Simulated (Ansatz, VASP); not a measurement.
# BaZrO3: VASP beside Ansatz

Contents of POSCAR:

```
BaZrO3
1.0
    4.1815000000      0.0000000000      0.0000000000
    0.0000000000      4.1815000000      0.0000000000
    0.0000000000      0.0000000000      4.1815000000
Ba Zr O
1 1 3
Direct
    0.5000000000      0.5000000000      0.5000000000
    0.0000000000      0.0000000000      0.0000000000
    0.5000000000      0.0000000000      0.0000000000
    0.0000000000      0.5000000000      0.0000000000
    0.0000000000      0.0000000000      0.5000000000
```

File INCAR.step1:

```
PREC = Accurate ; ENCUT = 910
ISMEAR = 0 ; SIGMA = 0.05
LREAL = False ; LASPH = True
NELM = 120 ; NBANDS = 28
GGA = PE ; ALGO = Normal
EDIFF = 1E-5 ; LWAVE = True
LCHARG = False ; GGA_COMPAT = False
```

File INCAR.step2:

```
PREC = Accurate ; ENCUT = 910
EDIFF = 1E-6 ; ISMEAR = 0
SIGMA = 0.05 ; LREAL = False
LASPH = True ; NELM = 120
ALGO = Normal ; ISIF = 2
LWAVE = False ; LCHARG = False
METAGGA = R2SCAN ; LMIXTAU = True
NBANDS = 28 ; ISTART = 1
GGA_COMPAT = False
```

The input KPOINTS:

```
Automatic mesh
0
Gamma
  6 6 6
```

Input for Ansatz:

```yaml
crystal:
  lattice:
    - [4.1815, 0.0, 0.0]
    - [0.0, 4.1815, 0.0]
    - [0.0, 0.0, 4.1815]
  atoms:
    - { symbol: Ba, position: [0.5, 0.5, 0.5] }
    - { symbol: Zr, position: [0.0, 0.0, 0.0] }
    - { symbol: O, position: [0.5, 0.0, 0.0] }
    - { symbol: O, position: [0.0, 0.5, 0.0] }
    - { symbol: O, position: [0.0, 0.0, 0.5] }
basis:
  ecutwfc: 500
kpoints:
  mp_grid: { grid: [6, 6, 6] }
hamiltonian:
  xc: r2scan
scf:
  occupations: { method: gaussian, width: 0.05 }
output:
  forces: true
  stress: true
  eigenvalues: true
  write_density: true
  write_potential: true
  elf: true
  volumetric_format: npy
```

Alike in both runs: task single point; functional r2SCAN; k mesh 6 × 6 × 6; occupations gaussian, width 0.05 eV; no spin polarisation.

|  | VASP | Ansatz |
| --- | --- | --- |
| version | VASP 6.6.1 | Ansatz 0.2.0 |
| potentials or method | VASP PAW PBE potentials, release 64 (Ba_sv, Zr_sv, O_h), cutoff 910 eV | scalar-relativistic, plane waves, PAW |
| valence electrons in the cell | 40 | 40 |

|  | VASP | Ansatz | Ansatz less VASP |
| --- | --- | --- | --- |
| gap on the k mesh at the Fermi level (eV) | 3.73 | 3.78 | +0.044 |
| least direct gap on the mesh (eV) | 3.96 | 3.98 | +0.022 |

VASP's potentials were made for PBE, not for r2SCAN.

Spin-orbit coupling is off throughout. Noted on VASP's run: the cutoff is short for stress, so the pressure is rough.
